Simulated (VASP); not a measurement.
Crystal: HfO2.

```
Hf O
1.0
     0.00000    2.55750    2.55750
     2.55750    0.00000    2.55750
     2.55750    2.55750    0.00000
Hf O
1 2
Direct
  0.00000 0.00000 0.00000
  0.25000 0.25000 0.25000
  0.75000 0.75000 0.75000
```

- Program: VASP 6.6.1
- Task: relaxation of cell and atoms
- Functional: PBE
- Potentials or basis: VASP PAW PBE potentials, release 64 (Hf_pv, O)
- Cutoff: 600 eV
- k mesh: 10 × 10 × 10
- Occupations: fermi-dirac, width 0.02 eV
- Spin: no spin polarisation

At the start: pressure -6.2 GPa; volume 11.15 Å³/atom.

Where does the relaxation end?

Over 3 steps the energy falls by 5.7 meV/atom and the volume is 10.87 Å³/atom (-2.6 %); space group Fm-3m (No. 225, to 0.1 Å) before and after.

The path:
```csv
step,energy change (eV),largest force (eV/Å),pressure (GPa),volume (Å³)
1,0.0000,0.0000,-6.24,33.46
2,0.0194,0.0000,10.19,31.40
3,-0.0172,0.0000,-0.03,32.60
```

Final structure:
```cif
data_structure
_symmetry_space_group_name_H-M 'P 1'
_symmetry_Int_Tables_number 1
_cell_length_a 3.5857
_cell_length_b 3.5857
_cell_length_c 3.5857
_cell_angle_alpha 60.000
_cell_angle_beta 60.000
_cell_angle_gamma 60.000
_cell_volume 32.60
loop_
_atom_site_label
_atom_site_type_symbol
_atom_site_fract_x
_atom_site_fract_y
_atom_site_fract_z
_atom_site_occupancy
Hf1 Hf 0.00000 0.00000 0.00000 1
O1 O 0.25000 0.25000 0.25000 1
O2 O 0.75000 0.75000 0.75000 1
```
